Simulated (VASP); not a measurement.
# C (Amm2) in VASP: notebook, part 2 of 2

VASP 6.6.1. Earlier steps stand in the parts before.

### Step 4. Single point, PBE

The COD entry that gives the cell may itself be a prediction, so a difference from it is no test against experiment.

INCAR

```
PREC     = Accurate       # precision mode
ENCUT    = 520            # plane-wave cutoff, eV
EDIFF    = 1E-6           # SCF threshold, eV
ISMEAR   = 0              # smearing method
SIGMA    = 0.05           # smearing width, eV
LREAL    = False          # projectors in reciprocal space
LASPH    = True           # aspherical terms in the spheres
NELM     = 60             # most SCF steps
ALGO     = Normal         # electronic algorithm
ISIF     = 2              # what is computed and relaxed
LWAVE    = False          # write WAVECAR
LCHARG   = True           # write CHGCAR
GGA      = PE             # functional
LELF     = True           # ELF
LVHAR    = True         
NBANDS   = 26             # bands
```

KPOINTS

```
Automatic mesh
0
Gamma
  12 12 4
```

POSCAR

```
C
1.0
    2.5389641516      0.0000000000      0.0000000000
   -1.2694820758      2.1988074546      0.0000000000
    0.0000000000      0.0000000000      8.3736208784
C
8
Direct
   -0.0055028011     -0.0110056021      0.0929732494
   -0.0055028011     -0.0110056021      0.5929732494
   -0.0055028011     -0.0110056021      0.4070267506
   -0.0055028011     -0.0110056021      0.9070267506
    0.3388361344      0.6776722688      0.1555299995
    0.6721694677      0.3443389355      0.6555299995
    0.3388361344      0.6776722688      0.3444700005
    0.6721694677      0.3443389355      0.8444700005
```

Potentials or basis: VASP PAW PBE potentials, release 64 (C).

The run is started by

```console
$ cat potpaw_PBE.64/C/POTCAR > POTCAR
$ mpirun -np 1 vasp_std > vasp.out
```

OUTCAR:

```text
PREC = Accurate
   ENCUT = 520
   EDIFF = 1E-6
   ISMEAR = 0
   LREAL = False
   LASPH = True
   NELM = 60
   ISIF = 2
   GGA = PE

 ion  position               nearest neighbor table
   1  0.994  0.989  0.093-   5 1.53   5 1.53   4 1.56   5 1.60
   2  0.994  0.989  0.593-   6 1.51   3 1.56   6 1.58   6 1.58
   3  0.994  0.989  0.407-   7 1.53   7 1.53   2 1.56   7 1.60
   4  0.994  0.989  0.907-   8 1.51   1 1.56   8 1.58   8 1.58
   5  0.339  0.678  0.156-   1 1.53   1 1.53   7 1.58   1 1.60
   6  0.672  0.344  0.656-   2 1.51   2 1.58   2 1.58   8 1.58
   7  0.339  0.678  0.344-   3 1.53   3 1.53   5 1.58   3 1.60
   8  0.672  0.344  0.844-   4 1.51   4 1.58   4 1.58   6 1.58

  LATTYP: Found a hexagonal cell.
 ALAT       =     2.5389641516
 C/A-ratio  =     3.2980461237

  Lattice vectors:

 A1 = (   2.5389641516,   0.0000000000,   0.0000000000)
 A2 = (  -1.2694820758,   2.1988074546,   0.0000000000)
 A3 = (   0.0000000000,   0.0000000000,   8.3736208784)

Analysis of symmetry for initial positions (statically):
=====================================================================
 Subroutine PRICEL returns:
 Original cell was already a primitive cell.

 Routine SETGRP: Setting up the symmetry group for a
 hexagonal supercell.

 Subroutine GETGRP returns: Found  4 space group operations
 (whereof  2 operations were pure point group operations)
 out of a pool of 24 trial point group operations.

The static configuration has the point symmetry C_1h.
 The point group associated with its full space group is C_2v.

Analysis of symmetry for dynamics (positions and initial velocities):
=====================================================================
 Subroutine PRICEL returns:
 Original cell was already a primitive cell.

[... 136 lines left out ...]
   EFERMI_NEDOS =   21; number of points for ismear=-14 and -15
   IALGO  =     38    algorithm
   IMIX   =      4    mixing-type and parameters
     AMIX     =   0.40;   BMIX     =  1.00
     AMIX_MAG =   1.60;   BMIX_MAG =  1.00
  volume/ion in A,a.u.               =       5.84        39.43
  Fermi-wavevector in a.u.,A,eV,Ry     =   1.442799  2.726495 28.322822  2.081669
  Thomas-Fermi vector in A             =   2.561278
   LORBIT       =      0    0 simple, 1 ext, 2 COOP (PROOUT), +10 PAW based schemes
   GGA     = PE    functional components
   LHFCALC =     F    Hartree Fock is set to
   AEXX    =    0.0000 exact exchange contribution
   IVDW    =     0    specifies the selected vdW correction
   LEPSILON=     F    determine dielectric tensor
   LRPA    =     F    only Hartree local field effects (RPA)
 non-spin polarized calculation
 Gauss-broadening in eV      SIGMA  =   0.05
  energy-cutoff  :      520.00
  volume of cell :       46.75
 maximum number of plane-waves:      1279
   NGX =  9   NGY =  9   NGZ = 31

 number of electron      31.9999997 magnetization

 Free energy of the ion-electron system (eV)
  ---------------------------------------------------
  ext. energy  EPLUGINS =         0.00000000
  ---------------------------------------------------
  free energy    TOTEN  =       -72.49941311 eV

  energy without entropy =      -72.49941311  energy(sigma->0) =      -72.49941311

 E-fermi :   9.8067     XC(G=0): -13.0996

 val. band max:        9.5973631064   @ k =   0.0000   0.0000   0.0000
 cond. band min:      13.7791136846   @ k =   0.4167   0.0000   0.0000
 fundamental gap:      4.1817505782
 Fermi energy:         9.8067015890

 k-point     1 :       0.0000    0.0000    0.0000
  band No.  band energies     occupation
      1     -11.7982      2.00000
      2     -10.1907      2.00000
      3     -10.0884      2.00000
      4      -6.2985      2.00000
      5      -3.7580      2.00000
      6       2.7159      2.00000
[... 685 lines left out ...]
     25      20.2919      0.00000
     26      21.1303      0.00000

 [... further k-points ...]
[... 5 lines left out ...]
  --------------------------------------------------------------------------------------
  -------------------------------------------------------------------------------------
  Total       -2.6494327     -2.4047312     -2.7159761      0.0000000      0.0000000      0.0000000
  in kB      -90.8043000    -82.4176166    -93.0849471      0.0000000      0.0000000      0.0000000
  external PRESSURE =     -88.7689546 kB  Pullay stress =       0.0000000 kB

 VOLUME and BASIS-vectors are now :
 -----------------------------------------------------------------------------
  energy-cutoff  :      520.00
  volume of cell :       46.75
      direct lattice vectors                 reciprocal lattice vectors
     2.538964152  0.000000000  0.000000000     0.393861410  0.227395991  0.000000000
    -1.269482076  2.198807455  0.000000000     0.000000000  0.454791982  0.000000000
     0.000000000  0.000000000  8.373620878     0.000000000  0.000000000  0.119422651

 POSITION                                       TOTAL-FORCE (eV/Angst)
 -----------------------------------------------------------------------------------
      1.26948      2.17461      0.77852        -0.000000      1.346535     -0.065133
      1.26948      2.17461      4.96533        -0.000000      1.523348     -0.071912
      1.26948      2.17461      3.40829        -0.000000      1.346535      0.065133
      1.26948      2.17461      7.59510        -0.000000      1.523348      0.071912
     -0.00000      1.49007      1.30235         0.000000     -1.347568      0.059670
      1.26948      0.75714      5.48916        -0.000000     -1.522315      0.066297
     -0.00000      1.49007      2.88446         0.000000     -1.347568     -0.059670
      1.26948      0.75714      7.07127        -0.000000     -1.522315     -0.066297
 -----------------------------------------------------------------------------------
    total drift:                               -0.000001     -0.000512     -0.000000

  FREE ENERGIE OF THE ION-ELECTRON SYSTEM (eV)
  ---------------------------------------------------
  free  energy   TOTEN  =       -72.4994131051 eV

  energy  without entropy=      -72.4994131051  energy(sigma->0) =      -72.49941311
```

OSZICAR:

```text
N       E                     dE             d eps       ncg     rms          rms(c)
DAV:   1     0.626496167674E+02    0.62650E+02   -0.16515E+04  6708   0.119E+03
DAV:   2    -0.697678132117E+02   -0.13242E+03   -0.12451E+03  8874   0.228E+02
DAV:   3    -0.748011220551E+02   -0.50333E+01   -0.49913E+01  9142   0.391E+01
DAV:   4    -0.748489189738E+02   -0.47797E-01   -0.47699E-01  8534   0.420E+00
DAV:   5    -0.748497893353E+02   -0.87036E-03   -0.86956E-03  8976   0.523E-01    0.107E+01
DAV:   6    -0.730867697396E+02    0.17630E+01   -0.11546E+00  7700   0.573E+00    0.639E+00
DAV:   7    -0.724957875279E+02    0.59098E+00   -0.14186E+00  8030   0.655E+00    0.133E+00
DAV:   8    -0.724991452784E+02   -0.33578E-02   -0.34474E-02  8618   0.100E+00    0.104E-01
DAV:   9    -0.724993345446E+02   -0.18927E-03   -0.67361E-04  8868   0.169E-01    0.343E-02
DAV:  10    -0.724993971106E+02   -0.62566E-04   -0.60707E-05  8264   0.513E-02    0.138E-02
DAV:  11    -0.724994127621E+02   -0.15651E-04   -0.13206E-05  8254   0.249E-02    0.212E-03
DAV:  12    -0.724994131051E+02   -0.34308E-06   -0.49493E-07  6540   0.487E-03
   1 F= -.72499413E+02 E0= -.72499413E+02  d E =-.141774E-11
```

It took 1.7 min on 1 thread of Intel Xeon 6975P-C, shared host; peak memory 0.23 GiB.

What came out:

```
Free energy            : -72.4994 eV
Pressure               : -8.9 GPa
Largest force          : 1.525 eV/Å
Band gap on the k mesh : 4.18 eV, indirect (least direct gap 4.82 eV)
```

Forces in eV/Å, atoms in the order of the input:
```
C    0.000  1.347 -0.065
C    0.000  1.523 -0.072
C    0.000  1.347  0.065
C    0.000  1.523  0.072
C    0.000 -1.348  0.060
C    0.000 -1.522  0.066
C    0.000 -1.348 -0.060
C    0.000 -1.522 -0.066
```

Levels at points of the mesh, in eV from the valence-band top:
| k point | band 12 | band 13 | band 14 | band 15 | band 16 | band 17 | band 18 | band 19 | band 20 | band 21 |
| --- | --- | --- | --- | --- | --- | --- | --- | --- | --- | --- |
| (0.00, 0.00, 0.00) | -1.75 | -1.74 | -0.37 | -0.01 | 0.00 | 4.82 | 4.86 | 5.21 | 6.86 | 7.06 |
| (0.50, 0.00, 0.00) | -5.12 | -4.93 | -4.65 | -3.73 | -3.02 | 4.23 | 5.30 | 5.65 | 5.69 | 6.32 |
| (0.00, 0.50, 0.00) | -5.09 | -4.94 | -4.74 | -3.74 | -3.04 | 4.35 | 5.30 | 5.76 | 5.76 | 6.33 |
| (0.00, 0.00, 0.50) | -2.37 | -1.10 | -1.09 | -0.35 | -0.34 | 5.21 | 5.24 | 6.17 | 6.25 | 6.37 |
| (0.50, 0.00, 0.50) | -5.95 | -4.89 | -4.61 | -3.77 | -3.62 | 4.53 | 4.65 | 6.53 | 6.89 | 7.14 |
| (0.00, 0.50, 0.50) | -5.89 | -5.06 | -4.49 | -3.89 | -3.58 | 4.58 | 4.82 | 6.33 | 7.00 | 7.23 |

Caveat: forces of over 1 eV/Å act on the atoms, so gaps and moduli don't describe the material at rest. As with any semilocal functional, this PBE gap is likely too small.
